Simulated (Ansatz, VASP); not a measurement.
## SrCl2 in VASP and in Ansatz

File INCAR:

```
PREC = Accurate ; ENCUT = 520
EDIFF = 1E-6 ; ISMEAR = -1
SIGMA = 0.02 ; LREAL = False
LASPH = True ; NELM = 60
ALGO = Normal ; ISIF = 2
LWAVE = False ; LCHARG = False
GGA = PE ; NBANDS = 19
```

KPOINTS

```
Automatic mesh
0
Gamma
  6 6 6
```

Contents of POSCAR:

```
SrCl2
1.0
    4.5143450539      0.0000000000      0.0000000000
   -2.2571725270      3.9095374981      0.0000000000
    0.0000000000      0.0000000000      5.5960650195
Sr Cl
1 2
Direct
    0.0000000000      0.0000000000      0.0000000000
    0.3333333333      0.6666666667      0.2394000416
    0.6666666667      0.3333333333      0.7605999584
```

Input for Ansatz:

```yaml
crystal:
  lattice:
    - [4.5143450539, 0.0, 0.0]
    - [-2.257172527, 3.9095374981, 0.0]
    - [0.0, 0.0, 5.5960650195]
  atoms:
    - { symbol: Sr, position: [0.0, 0.0, 0.0] }
    - { symbol: Cl, position: [0.3333333333, 0.6666666667, 0.2394000416] }
    - { symbol: Cl, position: [0.6666666667, 0.3333333333, 0.7605999584] }
kpoints:
  mp_grid: { grid: [6, 6, 6] }
  band_path:
    path:
      - [0.0, 0.0, 0.0]
      - [0.5, 0.0, 0.0]
      - [0.3333333333, 0.3333333333, 0.0]
      - [0.0, 0.0, 0.5]
      - [0.5, 0.0, 0.5]
      - [0.3333333333, 0.3333333333, 0.5]
    npoints: 1
hamiltonian:
  xc: pbe
scf:
  occupations: { method: fermi_dirac, width: 0.02 }
  n_extra_bands: 4
output:
  forces: true
  stress: true
  eigenvalues: true
```

Change from the starting cell: biaxial_xy strain +2.4%.

Alike in both runs: task single point; functional PBE; k mesh 6 × 6 × 6; occupations fermi-dirac, width 0.02 eV; no spin polarisation.

|  | VASP | Ansatz |
| --- | --- | --- |
| version | VASP 6.6.1 | Ansatz 0.2.0 |
| potentials or method | VASP PAW PBE potentials, release 64 (Sr_sv, Cl) | plane waves, PAW |
| plane-wave cutoff (eV) | 520 | 420 |
| valence electrons in the cell | 24 | 24 |

VASP gave:

```
gap on the k mesh at the Fermi level (eV)                     : 4.99
pressure (GPa)                                                : 0.2
traceless stress, the component that is largest in VASP (GPa) : 0.65
rms of the force components (eV/Å)                            : 0.012
```

Q: Which values does Ansatz return?

A: gap on the k mesh at the Fermi level (eV): 4.99; pressure (GPa): 0.1; traceless stress, the component that is largest in VASP (GPa): 0.69; rms of the force components (eV/Å): 0.003.

Atom by atom the forces differ by 0.009 eV/Å (rms over components).
